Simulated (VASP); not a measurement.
Runs of VASP 6.6.1 on MnS. Symmetry: Pm-3m, No. 221, cubic system. The conventional cell has a = 3.099 Å, b = 3.099 Å, c = 3.099 Å, α = 90.00°, β = 90.00°, γ = 90.00°. Mn (site symmetry m-3m) has 8 S at 2.68 Å and 6 Mn at 3.10 Å within 3.5 Å. S (site symmetry m-3m) has 8 Mn at 2.68 Å and 6 S at 3.10 Å within 3.5 Å. 

```csv
U,gap on the mesh (eV),pressure (GPa),moment (μB)
Mn d U = 4.0 eV,none,(b),4.69
Mn d U = 8.0 eV,none,13.0,(a)
Mn d U = 2.0 eV,none,-0.7,4.33
Mn d U = 6.0 eV,none,10.6,4.79
```

Alike in all rows: task single point; level LDA+U; potentials or basis VASP PAW LDA potentials, release 64 (Mn_pv, S); spin collinear, ferromagnetic start; cell as given; k mesh 7 × 7 × 7; cutoff (eV) 520; smearing fermi-dirac 0.1 eV.

Problem. Fill in the values left out.

Solution. (a) 4.82; (b) 6.8.

Caveats: a cell with one magnetic atom can't hold antiferromagnetic order, which such compounds often take; the cell stands under pressure (at least some runs).

A gap of «none» marks levels without a gap at the run's occupations.
